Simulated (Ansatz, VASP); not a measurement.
One calculation of Pt, two programs

```
CELL_PARAMETERS angstrom
2.71070 0.00000 0.00000
-1.35535 2.34754 0.00000
0.00000 0.00000 4.66783
ATOMIC_POSITIONS crystal
Pt 0.33333 0.66667 0.25000
Pt 0.66667 0.33333 0.75000
```

Alike in both runs: task relaxation of cell and atoms; functional LDA; k mesh 17 × 17 × 9; occupations fermi-dirac, width 0.05 eV; no spin polarisation.

|  | VASP | Ansatz |
| --- | --- | --- |
| version | VASP 6.6.1 | Ansatz 0.2.0 |
| potentials or method | VASP PAW LDA potentials, release 64 (Pt), cutoff 600 eV | all-electron LAPW, non-relativistic |

```csv
,VASP,Ansatz,Ansatz less VASP
relaxed volume (Å³/atom),14.89,16.86,+1.972
relaxed cell length with the largest relative difference (Å),2.714,2.854,+0.1395
```

LDA's correlation is that of Perdew and Zunger in VASP and of Perdew and Wang (1992) in Ansatz. Ansatz ran all-electron here, and VASP with PAW potentials.

Spin-orbit coupling is off throughout.
